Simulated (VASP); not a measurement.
# Sn (Fd-3m) in VASP: a series of runs, part 2 of 3

VASP 6.6.1. The steps go on from the part before.

### 3 Single point, PBEsol

This run uses another cell than the first one, of 34.99 Å³/atom, 1.023 times its volume.

The input, INCAR:

```
PREC = Accurate ; ENCUT = 520
EDIFF = 1E-6 ; ISMEAR = 0
SIGMA = 0.1 ; LREAL = F
LASPH = T ; NELM = 60
ALGO = Normal ; ISIF = 2
LWAVE = F ; LCHARG = T
GGA = PS ; LELF = T
LVHAR = T ; NBANDS = 21
```

The input, KPOINTS:

```
regular mesh
0
Gamma
  12 12 12
```

The input, POSCAR:

```
Sn
1.0
    0.0000000000      3.2707792811      3.2707792811
    3.2707792811      0.0000000000      3.2707792811
    3.2707792811      3.2707792811      0.0000000000
Sn
2
Direct
    0.5000000000      0.5000000000      0.5000000000
    0.7500000000      0.7500000000      0.7500000000
```

Potentials or basis: VASP PAW PBE potentials, release 64 (Sn_d).

Started as:

```bash
$ cat potpaw_PBE.64/Sn_d/POTCAR > POTCAR
$ mpirun -np 1 vasp_std > vasp.out
```

OUTCAR:

```text
PREC = Accurate
   ENCUT = 520
   EDIFF = 1E-6
   ISMEAR = 0
   LREAL = F
   LASPH = T
   NELM = 60
   ISIF = 2
   GGA = PS

 ion  position               nearest neighbor table
   1  0.500  0.500  0.500-   2 2.83   2 2.83   2 2.83   2 2.83
   2  0.750  0.750  0.750-   1 2.83   1 2.83   1 2.83   1 2.83

  LATTYP: Found a face centered cubic cell.
 ALAT       =     6.5415585622

  Lattice vectors:

 A1 = (   0.0000000000,   3.2707792811,   3.2707792811)
 A2 = (   3.2707792811,   0.0000000000,   3.2707792811)
 A3 = (   3.2707792811,   3.2707792811,   0.0000000000)

Analysis of symmetry for initial positions (statically):
=====================================================================
 Subroutine PRICEL returns:
 Original cell was already a primitive cell.

 Routine SETGRP: Setting up the symmetry group for a
 face centered cubic supercell.

 Subroutine GETGRP returns: Found 48 space group operations
 (whereof 24 operations were pure point group operations)
 out of a pool of 48 trial point group operations.

The static configuration has the point symmetry T_d .
 The point group associated with its full space group is O_h .

Analysis of symmetry for dynamics (positions and initial velocities):
=====================================================================
 Subroutine PRICEL returns:
 Original cell was already a primitive cell.

 Routine SETGRP: Setting up the symmetry group for a
 face centered cubic supercell.

 Subroutine GETGRP returns: Found 48 space group operations
 (whereof 24 operations were pure point group operations)
 out of a pool of 48 trial point group operations.

The dynamic configuration has the point symmetry T_d .
 The point group associated with its full space group is O_h .

 Subroutine INISYM returns: Found 48 space group operations
 (whereof 24 operations are pure point group operations),
 and found     1 'primitive' translations

----------------------------------------------------------------------------------------

                                     Primitive cell

  volume of cell :      69.9816

  direct lattice vectors                    reciprocal lattice vectors
     0.000000000  3.270779281  3.270779281    -0.152868768  0.152868768  0.152868768
     3.270779281  0.000000000  3.270779281     0.152868768 -0.152868768  0.152868768
     3.270779281  3.270779281  0.000000000     0.152868768  0.152868768 -0.152868768

  length of vectors
     4.625580419  4.625580419  4.625580419     0.264776474  0.264776474  0.264776474

  position of ions in fractional coordinates (direct lattice)
     0.500000000  0.500000000  0.500000000
     0.750000000  0.750000000  0.750000000

  ion indices of the primitive-cell ions
   primitive index   ion index
                 1           1
                 2           2

----------------------------------------------------------------------------------------

 KPOINTS: regular mesh

Automatic generation of k-mesh.
 Grid dimensions read from file:
 generate k-points for:   12   12   12

 Generating k-lattice:

  Cartesian coordinates                     Fractional coordinates (reciprocal lattice)
    -0.012739064  0.012739064  0.012739064     0.083333333  0.000000000  0.000000000
     0.012739064 -0.012739064  0.012739064     0.000000000  0.083333333  0.000000000
     0.012739064  0.012739064 -0.012739064     0.000000000  0.000000000  0.083333333

  Length of vectors
     0.022064706  0.022064706  0.022064706

  Shift w.r.t. Gamma in fractional coordinates (k-lattice)
     0.000000000  0.000000000  0.000000000

 Subroutine IBZKPT returns following result:
 ===========================================

 Found     72 irreducible k-points:

 Following reciprocal coordinates:
            Coordinates               Weight
  0.000000  0.000000  0.000000      1.000000
  0.083333  0.000000  0.000000      8.000000
  0.166667  0.000000  0.000000      8.000000
  0.250000  0.000000  0.000000      8.000000
  0.333333  0.000000  0.000000      8.000000
  0.416667  0.000000  0.000000      8.000000
[... 16 lines left out ...]
  0.500000  0.166667  0.000000     24.000000
 -0.416667  0.166667  0.000000     24.000000
 [... further k-points ...]
   k-points           NKPTS =     72   k-points in BZ     NKDIM =     72   number of bands    NBANDS=     21
   number of dos      NEDOS =    301   number of ions     NIONS =      2
   total plane-waves  NPLWV =  46656
   dimension x,y,z NGX =    36 NGY =   36 NGZ =   36
   dimension x,y,z NGXF=    72 NGYF=   72 NGZF=   72
   ions per type =               2
   NGX,Y,Z   is equivalent  to a cutoff of  12.94, 12.94, 12.94 a.u.
   NGXF,Y,Z  is equivalent  to a cutoff of  25.88, 25.88, 25.88 a.u.
 SYSTEM =  unknown system
   PREC   = accura    normal or accurate (medium, high low for compatibility)
   ISTART =      0    job   : 0-new  1-cont  2-samecut
   ICHARG =      2    charge: 1-file 2-atom 10-const
   ISPIN  =      1    spin polarized calculation?
   LNONCOLLINEAR =      F non collinear calculations
   LSORBIT =      F    spin-orbit coupling
   LASPH  =      T    aspherical Exc in radial PAW
   ENCUT  =  520.0 eV  38.22 Ry    6.18 a.u.   8.60  8.60  8.60*2*pi/ulx,y,z
   NELM   =     60;   NELMIN=  2; NELMDL= -5     # of ELM steps
   EDIFF  = 0.1E-05   stopping-criterion for ELM
   LREAL  =      F    real-space projection
   EDIFFG = 0.1E-04   stopping-criterion for IOM
   NSW    =      0    number of steps for IOM
   IBRION =     -1    ionic relax: 0-MD 1-quasi-New 2-CG
   NFREE  =      0    steps in history (QN), initial steepest desc. (CG)
   ISIF   =      2    stress and relaxation
   ISYM   =      2    0-nonsym 1-usesym 2-fastsym
   POTIM  = 0.5000    time-step for ionic-motion
   TEBEG  =    0.0;   TEEND  =   0.0 temperature during run
   PSTRESS=    0.0 pullay stress
   NELECT =      28.0000    total number of electrons
   NUPDOWN=      -1.0000    fix difference up-down
   EMIN   =  10.00;   EMAX   =-10.00  energy-range for DOS
   EFERMI =   0.00;   METHOD = LEGACY
   ISMEAR =     0;   SIGMA  =   0.10  broadening in eV -4-tet -1-fermi 0-gaus
   EFERMI_NEDOS =   21; number of points for ismear=-14 and -15
   IALGO  =     38    algorithm
   IMIX   =      4    mixing-type and parameters
     AMIX     =   0.40;   BMIX     =  1.00
     AMIX_MAG =   1.60;   BMIX_MAG =  1.00
  volume/ion in A,a.u.               =      34.99       236.13
  Fermi-wavevector in a.u.,A,eV,Ry     =   1.206330  2.279634 19.799647  1.455233
  Thomas-Fermi vector in A             =   2.342001
   LORBIT       =      0    0 simple, 1 ext, 2 COOP (PROOUT), +10 PAW based schemes
   GGA     = PS    functional components
   LHFCALC =     F    Hartree Fock is set to
   AEXX    =    0.0000 exact exchange contribution
   IVDW    =     0    specifies the selected vdW correction
   LEPSILON=     F    determine dielectric tensor
   LRPA    =     F    only Hartree local field effects (RPA)
 non-spin polarized calculation
 Gauss-broadening in eV      SIGMA  =   0.10
  energy-cutoff  :      520.00
  volume of cell :       69.98
 maximum number of plane-waves:      1900
   NGX = 17   NGY = 17   NGZ = 17

 number of electron      27.9999986 magnetization

 Free energy of the ion-electron system (eV)
  ---------------------------------------------------
  ext. energy  EPLUGINS =         0.00000000
  ---------------------------------------------------
  free energy    TOTEN  =        -8.46573451 eV

  energy without entropy =       -8.46449147  energy(sigma->0) =       -8.46511299

 E-fermi :   5.2198     XC(G=0):  -8.9620

 val. band max:        5.1879809950   @ k =   0.0833   0.0000   0.0000
 cond. band min:       5.3027167812   @ k =   0.3333   0.0000   0.0000
 fundamental gap:      0.1147357862
 Fermi energy:         5.2198133581

 k-point     1 :       0.0000    0.0000    0.0000
  band No.  band energies     occupation
      1     -16.3155      2.00000
      2     -16.3155      2.00000
      3     -16.3155      2.00000
      4     -16.2582      2.00000
      5     -16.2582      2.00000
      6     -15.9658      2.00000
[... 13 lines left out ...]
     20      13.1510      0.00000
     21      13.1510      0.00000

 k-point     2 :       0.0833    0.0000    0.0000
  band No.  band energies     occupation
      1     -16.3207      2.00000
      2     -16.3207      2.00000
      3     -16.3138      2.00000
      4     -16.2511      2.00000
      5     -16.2511      2.00000
      6     -15.9793      2.00000
[... 520 lines left out ...]
 k-point    24 :      -0.4167    0.1667    0.0000
  band No.  band energies     occupation
      1     -16.3718      2.00000
      2     -16.3573      2.00000
      3     -16.2581      2.00000
      4     -16.1850      2.00000
      5     -16.1759      2.00000
      6     -16.0519      2.00000
[... 13 lines left out ...]
     20      12.9971      0.00000
     21      13.1467      0.00000

 [... further k-points ...]
[... 5 lines left out ...]
  --------------------------------------------------------------------------------------
  -------------------------------------------------------------------------------------
  Total       -0.0388299     -0.0388299     -0.0388299      0.0000000      0.0000000      0.0000000
  in kB       -0.8889823     -0.8889823     -0.8889823      0.0000000      0.0000000      0.0000000
  external PRESSURE =      -0.8889823 kB  Pullay stress =       0.0000000 kB

 VOLUME and BASIS-vectors are now :
 -----------------------------------------------------------------------------
  energy-cutoff  :      520.00
  volume of cell :       69.98
      direct lattice vectors                 reciprocal lattice vectors
     0.000000000  3.270779281  3.270779281    -0.152868768  0.152868768  0.152868768
     3.270779281  0.000000000  3.270779281     0.152868768 -0.152868768  0.152868768
     3.270779281  3.270779281  0.000000000     0.152868768  0.152868768 -0.152868768

 POSITION                                       TOTAL-FORCE (eV/Angst)
 -----------------------------------------------------------------------------------
      3.27078      3.27078      3.27078         0.000000      0.000000     -0.000000
      4.90617      4.90617      4.90617        -0.000000     -0.000000      0.000000
 -----------------------------------------------------------------------------------
    total drift:                                0.000000      0.000000      0.000000

  FREE ENERGIE OF THE ION-ELECTRON SYSTEM (eV)
  ---------------------------------------------------
  free  energy   TOTEN  =        -8.4657345137 eV

  energy  without entropy=       -8.4644914670  energy(sigma->0) =       -8.46511299
```

Wall time 64 s (1 thread of AMD EPYC 9R14 (Zen 4), shared host); peak memory 0.21 GiB.

Results:

| Quantity | Value |
| --- | --- |
| Free energy | -8.4657 eV |
| Pressure | -0.1 GPa |
| Band gap on the k mesh | zero (band 14 reaches 5.32 eV, above the bottom of band 15 at 5.13 eV) |

Caveat: the PAW data sets were made with another functional, which shifts forces and pressure a little; spin-orbit coupling is left out, which moves the levels of the heavy elements.

(Part 2 of 3 ends here.)
